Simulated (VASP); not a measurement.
# Ga2S (P6/mmm) in VASP: a series of runs

Ga2S is run at these levels: PBE; tasks: single point, relaxation of cell and atoms.

All numbers are computed with VASP 6.6.1; they aren't measurements. Logs are shortened: lines on timing, memory, paths and dates and some standing lists are left out, and cuts for length are marked.

**1. The cell of the first run**

It takes space group P6/mmm (No. 191, hexagonal). The conventional cell has a = 5.057 Å, b = 5.057 Å, c = 2.526 Å, α = 90.00°, β = 90.00°, γ = 120.00°. Ga (site symmetry -6m2) has 5 Ga at 2.53 to 2.92 Å and 3 S at 2.92 Å within 3.3 Å. S (site symmetry 6/mmm) has 2 S at 2.53 Å and 6 Ga at 2.92 Å within 3.3 Å.

**2. Single point, PBE**

INCAR reads:

```
  PREC = Accurate
  ENCUT = 520
  EDIFF = 1E-6
  ISMEAR = 0
  SIGMA = 0.1
  LREAL = F
  LASPH = T
  NELM = 60
  ALGO = Normal
  ISIF = 2
  LWAVE = F
  LCHARG = F
  GGA = PE
  NBANDS = 23
```

KPOINTS reads:

```
Automatic mesh
0
Gamma
  12 12 18
```

POSCAR reads:

```
Ga2S
1.0
    5.0568565342      0.0000000000      0.0000000000
   -2.5284282671      4.3793662220      0.0000000000
    0.0000000000      0.0000000000      2.5259610590
Ga S
2 1
Direct
    0.3333333333      0.6666666667      0.5000000000
    0.6666666667      0.3333333333      0.5000000000
    0.0000000000      0.0000000000      0.5000000000
```

Potentials or basis: VASP PAW PBE potentials, release 64 (Ga_d, S).

Launch:

```console
cat potpaw_PBE.64/Ga_d/POTCAR potpaw_PBE.64/S/POTCAR > POTCAR
mpirun -np 1 vasp_std > vasp.out
```

OUTCAR:

```text
PREC = Accurate
   ENCUT = 520
   EDIFF = 1E-6
   ISMEAR = 0
   LREAL = F
   LASPH = T
   NELM = 60
   ISIF = 2
   GGA = PE

 ion  position               nearest neighbor table
   1  0.333  0.667  0.500-   2 2.92   2 2.92   2 2.92
   2  0.667  0.333  0.500-   1 2.92   1 2.92   1 2.92
   3  0.000  0.000  0.500-

  LATTYP: Found a hexagonal cell.
 ALAT       =     5.0568565342
 C/A-ratio  =     0.4995121064

  Lattice vectors:

 A1 = (   5.0568565342,   0.0000000000,   0.0000000000)
 A2 = (  -2.5284282671,   4.3793662220,   0.0000000000)
 A3 = (   0.0000000000,   0.0000000000,   2.5259610590)

Analysis of symmetry for initial positions (statically):
=====================================================================
 Subroutine PRICEL returns:
 Original cell was already a primitive cell.

 Routine SETGRP: Setting up the symmetry group for a
 hexagonal supercell.

 Subroutine GETGRP returns: Found 24 space group operations
 (whereof 24 operations were pure point group operations)
 out of a pool of 24 trial point group operations.

The static configuration has the point symmetry D_6h.

Analysis of symmetry for dynamics (positions and initial velocities):
=====================================================================
 Subroutine PRICEL returns:
 Original cell was already a primitive cell.

 Routine SETGRP: Setting up the symmetry group for a
 hexagonal supercell.

 Subroutine GETGRP returns: Found 24 space group operations
 (whereof 24 operations were pure point group operations)
 out of a pool of 24 trial point group operations.

The dynamic configuration has the point symmetry D_6h.

 Subroutine INISYM returns: Found 24 space group operations
 (whereof 24 operations are pure point group operations),
 and found     1 'primitive' translations

----------------------------------------------------------------------------------------

                                     Primitive cell

  volume of cell :      55.9395

  direct lattice vectors                    reciprocal lattice vectors
     5.056856534  0.000000000  0.000000000     0.197751309  0.114171772  0.000000000
    -2.528428267  4.379366222  0.000000000     0.000000000  0.228343543  0.000000000
[... 74 lines left out ...]
   ions per type =               2   1
   NGX,Y,Z   is equivalent  to a cutoff of  13.15, 13.15, 13.16 a.u.
   NGXF,Y,Z  is equivalent  to a cutoff of  26.30, 26.30, 26.33 a.u.
 SYSTEM =  unknown system
   PREC   = accura    normal or accurate (medium, high low for compatibility)
   ISTART =      0    job   : 0-new  1-cont  2-samecut
   ICHARG =      2    charge: 1-file 2-atom 10-const
   ISPIN  =      1    spin polarized calculation?
   LNONCOLLINEAR =      F non collinear calculations
   LSORBIT =      F    spin-orbit coupling
   LASPH  =      T    aspherical Exc in radial PAW
   ENCUT  =  520.0 eV  38.22 Ry    6.18 a.u.   9.40  9.40  4.70*2*pi/ulx,y,z
   NELM   =     60;   NELMIN=  2; NELMDL= -5     # of ELM steps
   EDIFF  = 0.1E-05   stopping-criterion for ELM
   LREAL  =      F    real-space projection
[... 7 lines left out ...]
   TEBEG  =    0.0;   TEEND  =   0.0 temperature during run
   PSTRESS=    0.0 pullay stress
   NELECT =      32.0000    total number of electrons
   NUPDOWN=      -1.0000    fix difference up-down
   EMIN   =  10.00;   EMAX   =-10.00  energy-range for DOS
   EFERMI =   0.00;   METHOD = LEGACY
   ISMEAR =     0;   SIGMA  =   0.10  broadening in eV -4-tet -1-fermi 0-gaus
   EFERMI_NEDOS =   21; number of points for ismear=-14 and -15
   IALGO  =     38    algorithm
   IMIX   =      4    mixing-type and parameters
     AMIX     =   0.40;   BMIX     =  1.00
     AMIX_MAG =   1.60;   BMIX_MAG =  1.00
  volume/ion in A,a.u.               =      18.65       125.83
  Fermi-wavevector in a.u.,A,eV,Ry     =   1.358997  2.568133 25.128247  1.846874
  Thomas-Fermi vector in A             =   2.485783
   LORBIT       =      0    0 simple, 1 ext, 2 COOP (PROOUT), +10 PAW based schemes
   GGA     = PE    functional components
   LHFCALC =     F    Hartree Fock is set to
   AEXX    =    0.0000 exact exchange contribution
   IVDW    =     0    specifies the selected vdW correction
   LEPSILON=     F    determine dielectric tensor
   LRPA    =     F    only Hartree local field effects (RPA)
 non-spin polarized calculation
 Gauss-broadening in eV      SIGMA  =   0.10
  energy-cutoff  :      520.00
  volume of cell :       55.94
 maximum number of plane-waves:      1533
 NGX is ok and might be reduce to    40
   NGX = 19   NGY = 19   NGZ =  9

 number of electron      32.0000020 magnetization

 Free energy of the ion-electron system (eV)
  ---------------------------------------------------
  ext. energy  EPLUGINS =         0.00000000
  ---------------------------------------------------
  free energy    TOTEN  =        -9.79470937 eV

  energy without entropy =       -9.79069093  energy(sigma->0) =       -9.79270015

 E-fermi :   5.7533     XC(G=0): -10.7482

 val. band max:        5.7372594319   @ k =   0.2500   0.1667   0.0000
 cond. band min:       5.7558146237   @ k =   0.1667   0.0833   0.5000
 fundamental gap:      0.0185551918
 Fermi energy:         5.7533162079

 k-point     1 :       0.0000    0.0000    0.0000
  band No.  band energies     occupation
      1      -9.6390      2.00000
      2      -9.5482      2.00000
      3      -9.3145      2.00000
      4      -9.3145      2.00000
      5      -9.2640      2.00000
      6      -9.2640      2.00000
[... 613 lines left out ...]
     22      16.7131      0.00000
     23      17.3305      0.00000

 [... further k-points ...]

------------------------ aborting loop because EDIFF is reached ----------------------------------------

  FORCE on cell =-STRESS in cart. coord.  units (eV):
  Direction    XX          YY          ZZ          XY          YZ          ZX
  --------------------------------------------------------------------------------------
  -------------------------------------------------------------------------------------
  Total        0.0084604      0.0084604      0.0372212     -0.0000000     -0.0000000     -0.0000000
  in kB        0.2423172      0.2423172      1.0660606     -0.0000000     -0.0000000     -0.0000000
  external PRESSURE =       0.5168984 kB  Pullay stress =       0.0000000 kB

 VOLUME and BASIS-vectors are now :
 -----------------------------------------------------------------------------
  energy-cutoff  :      520.00
  volume of cell :       55.94
      direct lattice vectors                 reciprocal lattice vectors
     5.056856534  0.000000000  0.000000000     0.197751309  0.114171772  0.000000000
    -2.528428267  4.379366222  0.000000000     0.000000000  0.228343543  0.000000000
     0.000000000  0.000000000  2.525961059     0.000000000  0.000000000  0.395888922

 POSITION                                       TOTAL-FORCE (eV/Angst)
 -----------------------------------------------------------------------------------
     -0.00000      2.91958      1.26298         0.000000      0.000000      0.000000
      2.52843      1.45979      1.26298        -0.000000      0.000000     -0.000000
      0.00000      0.00000      1.26298         0.000000      0.000000      0.000000
 -----------------------------------------------------------------------------------
    total drift:                               -0.000000     -0.000000      0.000000

  FREE ENERGIE OF THE ION-ELECTRON SYSTEM (eV)
  ---------------------------------------------------
  free  energy   TOTEN  =        -9.7947093666 eV

  energy  without entropy=       -9.7906909332  energy(sigma->0) =       -9.79270015
```

Wall time 67 s (1 thread of Intel Xeon 6975P-C (Granite Rapids), shared host); peak memory 0.33 GiB.

Results:

- Free energy: -9.7947 eV
- Pressure: 0.1 GPa
- Band gap on the k mesh: zero (bands 16 and 17 overlap by 3.21 eV)

Levels at points of the mesh, in eV from the Fermi level:
| k point | band 14 | band 15 | band 16 | band 17 | band 18 | band 19 |
| --- | --- | --- | --- | --- | --- | --- |
| (0.00, 0.00, 0.00) | -4.67 | -4.51 | -2.09 | -2.09 | 3.62 | 6.63 |
| (0.50, 0.00, 0.00) | -5.64 | -1.71 | 0.84 | 1.03 | 3.55 | 3.67 |
| (0.00, 0.00, 0.50) | -2.14 | -1.97 | -1.97 | 0.65 | 1.89 | 2.19 |
| (0.50, 0.00, 0.50) | -2.56 | -2.43 | -1.33 | -0.88 | 1.66 | 4.16 |

**3. Relaxation of cell and atoms, PBE**

This run uses another cell than the first one, of 18.98 Å³/atom.

INCAR reads:

```
PREC = Accurate
ENCUT = 600
EDIFF = 1E-6
ISMEAR = 0
SIGMA = 0.1
LREAL = F
LASPH = T
NELM = 80
ALGO = Normal
ISIF = 3
LWAVE = F
LCHARG = F
GGA = PE
IBRION = 2
NSW = 100
EDIFFG = -0.01
```

KPOINTS reads:

```
regular mesh
0
Gamma
  12 12 18
```

POSCAR reads:

```
Ga2S
1.0
    4.9277566093      0.0000000000      0.0000000000
   -2.4638783046      4.2675624073      0.0000000000
    0.0000000000      0.0000000000      2.7075300219
Ga S
2 1
Direct
    0.3333333333      0.6666666667      0.5000000000
    0.6666666667      0.3333333333      0.5000000000
    0.0000000000      0.0000000000      0.5000000000
```

Potentials or basis: VASP PAW PBE potentials, release 64 (Ga_d, S).

Launch:

```console
cat potpaw_PBE.64/Ga_d/POTCAR potpaw_PBE.64/S/POTCAR > POTCAR
mpirun -np 1 vasp_std > vasp.out
```

Wall time 9.2 min (1 thread of Intel Xeon 6975P-C (Granite Rapids), shared host); peak memory 0.38 GiB.

Results (log left out):

```yaml
Free_energy: -9.7947 eV
Relaxed_volume: 18.64 Å³/atom
Relaxed_cell: a = 5.056 Å, b = 5.056 Å, c = 2.526 Å, α = 90.00°, β = 90.00°, γ = 120.00°
Space_group_after_relaxing_to_0.1_Å: P6/mmm (No. 191)
Energy_gained_by_relaxing: 23.2 meV/atom
Ionic_steps: 12
Pressure_after_relaxing: 0.0 GPa
Band_gap_on_the_k_mesh: zero (bands 16 and 17 overlap by 3.21 eV)
```

The path:
```csv
step,energy change (eV),largest force (eV/Å),pressure (GPa),volume (Å³)
1,0.0000,0.0000,-0.60,56.94
2,-0.0246,0.0000,-0.33,56.34
3,-0.0527,0.0000,0.41,55.41
4,0.0413,0.0000,4.41,53.41
5,-0.0612,0.0000,0.69,55.11
6,-0.0500,0.0000,2.16,54.27
7,-0.0651,0.0000,1.10,54.85
8,-0.0652,0.0000,1.21,54.80
9,-0.0657,0.0000,-0.02,56.16
10,-0.0684,0.0000,0.59,55.50
11,-0.0688,0.0000,-0.40,56.29
12,-0.0696,0.0000,0.03,55.92
```

Final structure:
```cif
data_structure
_symmetry_space_group_name_H-M 'P 1'
_symmetry_Int_Tables_number 1
_cell_length_a 5.0557
_cell_length_b 5.0557
_cell_length_c 2.5264
_cell_angle_alpha 90.000
_cell_angle_beta 90.000
_cell_angle_gamma 120.000
_cell_volume 55.92
loop_
_atom_site_label
_atom_site_type_symbol
_atom_site_fract_x
_atom_site_fract_y
_atom_site_fract_z
_atom_site_occupancy
Ga1 Ga 0.33333 0.66667 0.50000 1
Ga2 Ga 0.66667 0.33333 0.50000 1
S1 S 0.00000 0.00000 0.50000 1
```

Levels at points of the mesh, in eV from the Fermi level:
```csv
k point,band 12,band 13,band 14,band 15,band 16,band 17,band 18,band 19,band 20
"(0.00, 0.00, 0.00)",-8.46,-4.68,-4.68,-4.50,-2.10,-2.10,3.61,6.63,6.63
"(0.50, 0.00, 0.00)",-9.33,-6.95,-5.64,-1.71,0.84,1.03,3.56,3.66,4.66
"(0.00, 0.00, 0.50)",-6.59,-2.93,-2.14,-1.97,-1.97,0.65,1.89,2.19,2.19
"(0.50, 0.00, 0.50)",-6.20,-4.54,-2.56,-2.43,-1.33,-0.88,1.66,4.16,4.66
```
